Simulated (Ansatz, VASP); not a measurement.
**One calculation of SrO, two programs**

```
Sr O
1.0
     0.00000    2.58330    2.58330
     2.58330    0.00000    2.58330
     2.58330    2.58330    0.00000
Sr O
1 1
Direct
  0.50000 0.50000 0.50000
  0.00000 0.00000 0.00000
```

Change from the starting cell: volume scaled by 1.02.

Alike in both runs: task single point; functional PBEsol; k mesh 9 × 9 × 9; occupations fermi-dirac, width 0.05 eV; no spin polarisation.

```csv
,VASP,Ansatz
version,VASP 6.6.1,Ansatz 0.2.0
potentials or method,"VASP PAW PBE potentials, release 64 (Sr_sv, O), cutoff 520 eV","all-electron LAPW, scalar-relativistic"
```

Ansatz gave:

```
gap on the k mesh at the Fermi level (eV) : 3.27
least direct gap on the mesh (eV)         : 3.36
pressure (GPa)                            : -2.3
```

Task: What did VASP give for the same quantities?

Result: gap on the k mesh at the Fermi level (eV): 3.22; least direct gap on the mesh (eV): 3.33; pressure (GPa): -1.7.

VASP's potentials were made for PBE, not for PBEsol. Ansatz ran all-electron here, and VASP with PAW potentials.
